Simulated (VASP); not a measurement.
# InSb (rocksalt type) in VASP: further runs

Runs on InSb (rocksalt type). Level: PBE. Tasks: electric field gradients.

All numbers are computed with VASP 6.6.1; they aren't measurements. Logs are shortened: lines on timing, memory, paths and dates and some standing lists are left out, and cuts for length are marked.

## Step 1: The cell of the first run

The structure is tetragonal, space group I4/mmm (No. 139). Conventional cell: a = 4.371 Å, b = 4.371 Å, c = 6.089 Å, α = 90.00°, β = 90.00°, γ = 90.00°. Within 4.0 Å of In (site symmetry 4/mmm) lie 6 Sb at 3.04 to 3.09 Å. Sb (site symmetry 4/mmm) has 6 In at 3.04 to 3.09 Å within 4.0 Å.

## Step 2: Electric field gradients, PBE (z stretched by -1 % at fixed volume)

INCAR

```
SYSTEM = InSb
  PREC = Accurate
  ENCUT = 520
  EDIFF = 1E-8
  ISMEAR = -1
  SIGMA = 0.08
  LREAL = .False.
  LASPH = .True.
  NELM = 100
  ALGO = Normal
  ISIF = 2
  LWAVE = .False.
  LCHARG = .False.
  GGA = PE
  LEFG = .True.
  NBANDS = 16
```

KPOINTS

```
Automatic mesh
0
Gamma
  12 12 12
  0 0 0
```

POSCAR

```
InSb
1.0
    0.0000000000      3.0906676970      3.0444237753
    3.0906676970      0.0000000000      3.0444237753
    3.0906676970      3.0906676970      0.0000000000
In Sb
1 1
Direct
    0.0000000000      0.0000000000      0.0000000000
    0.5000000000      0.5000000000      0.5000000000
```

Potentials or basis: VASP PAW PBE potentials, release 64 (In_d, Sb).

The run is started by

```sh
> cat potpaw_PBE.64/In_d/POTCAR potpaw_PBE.64/Sb/POTCAR > POTCAR
> mpirun -np 1 vasp_std > vasp.out
```

OUTCAR:

```text
SYSTEM = InSb
   PREC = Accurate
   ENCUT = 520
   EDIFF = 1E-8
   ISMEAR = -1
   LREAL = .False.
   LASPH = .True.
   NELM = 100
   ISIF = 2
   GGA = PE

 ion  position               nearest neighbor table
   1  0.000  0.000  0.000-   2 3.04   2 3.04   2 3.09   2 3.09   2 3.09   2 3.09
   2  0.500  0.500  0.500-   1 3.04   1 3.04   1 3.09   1 3.09   1 3.09   1 3.09

  LATTYP: Found a body centered tetragonal cell.
 ALAT       =     4.3708641739
 C/A-ratio  =     1.3930534806

  Lattice vectors:

 A1 = (   0.0000000000,  -3.0906676970,  -3.0444237753)
 A2 = (   0.0000000000,   3.0906676970,  -3.0444237753)
 A3 = (   3.0906676970,   0.0000000000,   3.0444237753)

Analysis of symmetry for initial positions (statically):
=====================================================================
 Subroutine PRICEL returns:
 Original cell was already a primitive cell.

 Routine SETGRP: Setting up the symmetry group for a
 body centered tetragonal supercell.

 Subroutine GETGRP returns: Found 16 space group operations
 (whereof 16 operations were pure point group operations)
 out of a pool of 16 trial point group operations.

The static configuration has the point symmetry D_4h.

Analysis of symmetry for dynamics (positions and initial velocities):
=====================================================================
 Subroutine PRICEL returns:
 Original cell was already a primitive cell.

 Routine SETGRP: Setting up the symmetry group for a
 body centered tetragonal supercell.

 Subroutine GETGRP returns: Found 16 space group operations
 (whereof 16 operations were pure point group operations)
 out of a pool of 16 trial point group operations.

The dynamic configuration has the point symmetry D_4h.

 Subroutine INISYM returns: Found 16 space group operations
 (whereof 16 operations are pure point group operations),
 and found     1 'primitive' translations

----------------------------------------------------------------------------------------

                                     Primitive cell

  volume of cell :      58.1621

  direct lattice vectors                    reciprocal lattice vectors
     0.000000000  3.090667697  3.044423775    -0.161777340  0.161777340  0.164234692
     3.090667697  0.000000000  3.044423775     0.161777340 -0.161777340  0.164234692
     3.090667697  3.090667697  0.000000000     0.161777340  0.161777340 -0.164234692

  length of vectors
     4.338288019  4.338288019  4.370864174     0.281632473  0.281632473  0.281632473

  position of ions in fractional coordinates (direct lattice)
     0.000000000  0.000000000  0.000000000
     0.500000000  0.500000000  0.500000000

  ion indices of the primitive-cell ions
   primitive index   ion index
                 1           1
                 2           2

----------------------------------------------------------------------------------------

 KPOINTS: Automatic mesh

Automatic generation of k-mesh.
 Grid dimensions read from file:
 generate k-points for:   12   12   12

 Generating k-lattice:

  Cartesian coordinates                     Fractional coordinates (reciprocal lattice)
    -0.013481445  0.013481445  0.013686224     0.083333333  0.000000000  0.000000000
     0.013481445 -0.013481445  0.013686224     0.000000000  0.083333333  0.000000000
     0.013481445  0.013481445 -0.013686224     0.000000000  0.000000000  0.083333333

  Length of vectors
     0.023469373  0.023469373  0.023469373

  Shift w.r.t. Gamma in fractional coordinates (k-lattice)
     0.000000000  0.000000000  0.000000000

 Subroutine IBZKPT returns following result:
 ===========================================

 Found    163 irreducible k-points:

 Following reciprocal coordinates:
            Coordinates               Weight
  0.000000  0.000000  0.000000      1.000000
  0.083333  0.000000  0.000000      8.000000
  0.166667  0.000000  0.000000      8.000000
  0.250000  0.000000  0.000000      8.000000
  0.333333  0.000000  0.000000      8.000000
  0.416667 -0.000000  0.000000      8.000000
[... 16 lines left out ...]
  0.500000  0.166667  0.000000      8.000000
 -0.416667  0.166667  0.000000      8.000000
 [... further k-points ...]
   k-points           NKPTS =    163   k-points in BZ     NKDIM =    163   number of bands    NBANDS=     16
   number of dos      NEDOS =    301   number of ions     NIONS =      2
   total plane-waves  NPLWV =  36864
   dimension x,y,z NGX =    32 NGY =   32 NGZ =   36
   dimension x,y,z NGXF=    64 NGYF=   64 NGZF=   72
   ions per type =               1   1
   NGX,Y,Z   is equivalent  to a cutoff of  12.26, 12.26, 13.69 a.u.
   NGXF,Y,Z  is equivalent  to a cutoff of  24.53, 24.53, 27.39 a.u.
 SYSTEM =  InSb
   PREC   = accura    normal or accurate (medium, high low for compatibility)
   ISTART =      0    job   : 0-new  1-cont  2-samecut
   ICHARG =      2    charge: 1-file 2-atom 10-const
   ISPIN  =      1    spin polarized calculation?
   LNONCOLLINEAR =      F non collinear calculations
   LSORBIT =      F    spin-orbit coupling
   LASPH  =      T    aspherical Exc in radial PAW
   ENCUT  =  520.0 eV  38.22 Ry    6.18 a.u.   8.07  8.07  8.13*2*pi/ulx,y,z
   NELM   =    100;   NELMIN=  2; NELMDL= -5     # of ELM steps
   EDIFF  = 0.1E-07   stopping-criterion for ELM
   LREAL  =      F    real-space projection
   EDIFFG = 0.1E-06   stopping-criterion for IOM
   NSW    =      0    number of steps for IOM
   IBRION =     -1    ionic relax: 0-MD 1-quasi-New 2-CG
   NFREE  =      0    steps in history (QN), initial steepest desc. (CG)
   ISIF   =      2    stress and relaxation
   ISYM   =      2    0-nonsym 1-usesym 2-fastsym
   POTIM  = 0.5000    time-step for ionic-motion
   TEBEG  =    0.0;   TEEND  =   0.0 temperature during run
   PSTRESS=    0.0 pullay stress
   NELECT =      18.0000    total number of electrons
   NUPDOWN=      -1.0000    fix difference up-down
   EMIN   =  10.00;   EMAX   =-10.00  energy-range for DOS
   EFERMI =   0.00;   METHOD = LEGACY
   ISMEAR =    -1;   SIGMA  =   0.08  broadening in eV -4-tet -1-fermi 0-gaus
   EFERMI_NEDOS =   21; number of points for ismear=-14 and -15
   IALGO  =     38    algorithm
   IMIX   =      4    mixing-type and parameters
     AMIX     =   0.40;   BMIX     =  1.00
     AMIX_MAG =   1.60;   BMIX_MAG =  1.00
  volume/ion in A,a.u.               =      29.08       196.25
  Fermi-wavevector in a.u.,A,eV,Ry     =   1.107352  2.092592 16.683856  1.226229
  Thomas-Fermi vector in A             =   2.243865
   LORBIT       =      0    0 simple, 1 ext, 2 COOP (PROOUT), +10 PAW based schemes
   GGA     = PE    functional components
   LHFCALC =     F    Hartree Fock is set to
   AEXX    =    0.0000 exact exchange contribution
   IVDW    =     0    specifies the selected vdW correction
   LEPSILON=     F    determine dielectric tensor
   LRPA    =     F    only Hartree local field effects (RPA)
 non-spin polarized calculation
  energy-cutoff  :      520.00
  volume of cell :       58.16
 maximum number of plane-waves:      1584
   NGX = 17   NGY = 17   NGZ = 17

 number of electron      18.0000000 magnetization

 Free energy of the ion-electron system (eV)
  ---------------------------------------------------
  ext. energy  EPLUGINS =         0.00000000
  ---------------------------------------------------
  free energy    TOTEN  =        -6.67474146 eV

  energy without entropy =       -6.64739700  energy(sigma->0) =       -6.66106923

 E-fermi :   6.5480     XC(G=0):  -9.7011

 val. band max:        6.5458269960   @ k =   0.4167   0.2500   0.1667
 cond. band min:       6.5492224714   @ k =   0.5000  -0.0000   0.0833
 fundamental gap:      0.0033954755
 Fermi energy:         6.5479999407

 k-point     1 :       0.0000    0.0000    0.0000
  band No.  band energies     occupation
      1      -7.8491      2.00000
      2      -7.8453      2.00000
      3      -7.8197      2.00000
      4      -7.8197      2.00000
      5      -7.8160      2.00000
      6      -4.3219      2.00000
[... 8 lines left out ...]
     15      12.7825      0.00000
     16      12.8618      0.00000
[... 419 lines left out ...]
 k-point    24 :      -0.4167    0.1667    0.0000
  band No.  band energies     occupation
      1      -7.8987      2.00000
      2      -7.8663      2.00000
      3      -7.8142      2.00000
      4      -7.7970      2.00000
      5      -7.7905      2.00000
      6      -2.3712      2.00000
[... 8 lines left out ...]
     15      15.7116      0.00000
     16      15.8250      0.00000

 [... further k-points ...]

------------------------ aborting loop because EDIFF is reached ----------------------------------------

  FORCE on cell =-STRESS in cart. coord.  units (eV):
  Direction    XX          YY          ZZ          XY          YZ          ZX
  --------------------------------------------------------------------------------------
  -------------------------------------------------------------------------------------
  Total       -0.1640182     -0.1640182      0.3144612      0.0000000      0.0000000      0.0000000
  in kB       -4.5181722     -4.5181722      8.6623942      0.0000000      0.0000000      0.0000000
  external PRESSURE =      -0.1246501 kB  Pullay stress =       0.0000000 kB

 VOLUME and BASIS-vectors are now :
 -----------------------------------------------------------------------------
  energy-cutoff  :      520.00
  volume of cell :       58.16
      direct lattice vectors                 reciprocal lattice vectors
     0.000000000  3.090667697  3.044423775    -0.161777340  0.161777340  0.164234692
     3.090667697  0.000000000  3.044423775     0.161777340 -0.161777340  0.164234692
     3.090667697  3.090667697  0.000000000     0.161777340  0.161777340 -0.164234692

 POSITION                                       TOTAL-FORCE (eV/Angst)
 -----------------------------------------------------------------------------------
      0.00000      0.00000      0.00000         0.000000     -0.000000      0.000000
      3.09067      3.09067      3.04442        -0.000000      0.000000     -0.000000
 -----------------------------------------------------------------------------------
    total drift:                                0.000000     -0.000000     -0.000000

  FREE ENERGIE OF THE ION-ELECTRON SYSTEM (eV)
  ---------------------------------------------------
  free  energy   TOTEN  =        -6.6747414592 eV

  energy  without entropy=       -6.6473969983  energy(sigma->0) =       -6.66106923

 Electric field gradients (V/A^2)
---------------------------------------------------------------------
 ion       V_xx      V_yy      V_zz      V_xy      V_xz      V_yz
---------------------------------------------------------------------
   1       6.649     6.649   -13.298    -0.000    -0.001    -0.001
   2       1.549     1.549    -3.099     0.000     0.000     0.000
---------------------------------------------------------------------

 Electric field gradients after diagonalization (V/A^2)
 (convention: |V_zz| > |V_xx| > |V_yy|)
----------------------------------------------------------------------
 ion       V_xx      V_yy      V_zz     asymmetry (V_yy - V_xx)/ V_zz
----------------------------------------------------------------------
   1       6.650     6.649   -13.298       0.000
   2       1.549     1.549    -3.099       0.000
----------------------------------------------------------------------

           NMR quadrupolar parameters

 Cq : quadrupolar parameter    Cq=e*Q*V_zz/h
 eta: asymmetry parameters     (V_yy - V_xx)/ V_zz
 Q  : nuclear electric quadrupole moment in mb (millibarn)
----------------------------------------------------------------------
 ion       Cq(MHz)       eta       Q (mb)
----------------------------------------------------------------------
   1      -0.032       0.000       1.000
   2      -0.007       0.000       1.000
----------------------------------------------------------------------
```

It took 5.1 min on 1 thread of AMD EPYC 9R45, shared host; peak memory 0.27 GiB.

Results:

| Quantity | Value |
| --- | --- |
| Free energy | -6.6747 eV |
| Pressure | 0.0 GPa |
| Band gap on the k mesh | zero (band 9 reaches 7.14 eV, above the bottom of band 10 at 4.44 eV) |

Stress tensor (GPa, compression positive):
```
-0.45  0.00  0.00
 0.00 -0.45  0.00
 0.00  0.00  0.87
```

Levels at points of the mesh, in eV from the Fermi level:
```csv
k point,band 5,band 6,band 7,band 8,band 9,band 10,band 11,band 12,band 13,band 14
"(0.00, 0.00, 0.00)",-14.36,-10.87,-0.51,-0.13,0.02,0.02,5.89,5.89,6.14,6.14
"(0.50, 0.00, 0.00)",-14.34,-9.11,-6.33,0.31,0.38,2.17,2.43,2.55,3.22,9.95
"(0.50, 0.50, 0.00)",-14.32,-8.35,-4.35,-3.42,-2.11,-2.11,3.23,8.15,8.15,10.13
"(0.50, 0.00, 0.50)",-14.32,-8.48,-4.34,-3.28,-2.13,-1.97,3.29,7.98,8.44,9.97
```

Electric field gradients, principal values (V/Å²):
```csv
atom,least,middle,greatest (by size)
1 In,6.649,6.650,-13.298
2 Sb,1.549,1.549,-3.099
```

Caveat: without QUAD_EFG the Cq values of the log hold for a quadrupole moment of 1 mb, not for the nuclei; spin-orbit coupling is left out, which moves the levels of the heavy elements.

## Step 3: Electric field gradients, PBE (atom 1 (In) moved by [0.0, 0.0, 0.05] A)

INCAR

```
SYSTEM = InSb
ALGO = Normal
EDIFF = 1E-8
ENCUT = 520
GGA = PE
ISIF = 2
ISMEAR = -1
LASPH = .TRUE.
LCHARG = .FALSE.
LEFG = .TRUE.
LREAL = .FALSE.
LWAVE = .FALSE.
NBANDS = 16
NELM = 80
PREC = Accurate
SIGMA = 0.08
```

KPOINTS

```
k-points
0
G
  12 12 12
  0 0 0
```

POSCAR

```
InSb
1.0
    0.0000000000      3.0751755306      3.0751755306
    3.0751755306      0.0000000000      3.0751755306
    3.0751755306      3.0751755306      0.0000000000
In Sb
1 1
Direct
    0.0081296172      0.0081296172     -0.0081296172
    0.5000000000      0.5000000000      0.5000000000
```

Potentials or basis: VASP PAW PBE potentials, release 64 (In_d, Sb).

The run is started by

```sh
> cat potpaw_PBE.64/In_d/POTCAR potpaw_PBE.64/Sb/POTCAR > POTCAR
> mpirun -np 1 vasp_std > vasp.out
```

OUTCAR:

```text
SYSTEM = InSb
   EDIFF = 1E-8
   ENCUT = 520
   GGA = PE
   ISIF = 2
   ISMEAR = -1
   LASPH = .TRUE.
   LREAL = .FALSE.
   NELM = 80
   PREC = Accurate

 ion  position               nearest neighbor table
   1  0.008  0.008  0.992-   2 3.03   2 3.08   2 3.08   2 3.08   2 3.08   2 3.13
   2  0.500  0.500  0.500-   1 3.03   1 3.08   1 3.08   1 3.08   1 3.08   1 3.13

  LATTYP: Found a face centered cubic cell.
 ALAT       =     6.1503510612

  Lattice vectors:

 A1 = (   0.0000000000,   3.0751755306,   3.0751755306)
 A2 = (   3.0751755306,   0.0000000000,   3.0751755306)
 A3 = (   3.0751755306,   3.0751755306,   0.0000000000)

Analysis of symmetry for initial positions (statically):
=====================================================================
 Subroutine PRICEL returns:
 Original cell was already a primitive cell.

 Routine SETGRP: Setting up the symmetry group for a
 face centered cubic supercell.

[... 644 lines left out ...]
      direct lattice vectors                 reciprocal lattice vectors
     0.000000000  3.075175531  3.075175531    -0.162592345  0.162592345  0.162592345
     3.075175531  0.000000000  3.075175531     0.162592345 -0.162592345  0.162592345
     3.075175531  3.075175531  0.000000000     0.162592345  0.162592345 -0.162592345

 POSITION                                       TOTAL-FORCE (eV/Angst)
 -----------------------------------------------------------------------------------
      3.07518      3.07518      0.05000         0.000000      0.000000     -0.102449
      3.07518      3.07518      3.07518         0.000000      0.000000      0.102449
 -----------------------------------------------------------------------------------
    total drift:                                0.000000      0.000000      0.000038

  FREE ENERGIE OF THE ION-ELECTRON SYSTEM (eV)
  ---------------------------------------------------
  free  energy   TOTEN  =        -6.6745520757 eV

  energy  without entropy=       -6.6471632726  energy(sigma->0) =       -6.66085767

 Electric field gradients (V/A^2)
---------------------------------------------------------------------
 ion       V_xx      V_yy      V_zz      V_xy      V_xz      V_yz
---------------------------------------------------------------------
   1       0.666     0.666    -1.332    -0.002    -0.002    -0.002
   2       0.656     0.656    -1.312     0.000     0.000     0.000
---------------------------------------------------------------------

 Electric field gradients after diagonalization (V/A^2)
 (convention: |V_zz| > |V_xx| > |V_yy|)
----------------------------------------------------------------------
 ion       V_xx      V_yy      V_zz     asymmetry (V_yy - V_xx)/ V_zz
----------------------------------------------------------------------
   1       0.668     0.664    -1.332       0.003
   2       0.656     0.656    -1.312       0.000
----------------------------------------------------------------------

           NMR quadrupolar parameters

 Cq : quadrupolar parameter    Cq=e*Q*V_zz/h
 eta: asymmetry parameters     (V_yy - V_xx)/ V_zz
 Q  : nuclear electric quadrupole moment in mb (millibarn)
----------------------------------------------------------------------
 ion       Cq(MHz)       eta       Q (mb)
----------------------------------------------------------------------
   1      -0.003       0.003       1.000
   2      -0.003       0.000       1.000
----------------------------------------------------------------------
```

Run time: 3.8 min. Hardware: 1 thread of AMD EPYC 9R45, shared host; peak memory 0.27 GiB.

Results:

```
Free energy            : -6.6746 eV
Pressure               : 0.0 GPa
Largest force          : 0.102 eV/Å
Band gap on the k mesh : zero (band 9 reaches 7.14 eV, above the bottom of band 10 at 4.48 eV)
```

Forces in eV/Å, atoms in the order of the input:
```
In   0.000  0.000 -0.102
Sb   0.000  0.000  0.102
```

Electric field gradients, principal values (V/Å²):
| atom | least | middle | greatest (by size) |
| --- | --- | --- | --- |
| 1 In | 0.664 | 0.668 | -1.332 |
| 2 Sb | 0.656 | 0.656 | -1.312 |

Caveat: the cell differs from its parent crystal (atom 1 (In) moved by [0.0, 0.0, 0.05] A); without QUAD_EFG the Cq values of the log hold for a quadrupole moment of 1 mb, not for the nuclei; spin-orbit coupling is left out, which moves the levels of the heavy elements.
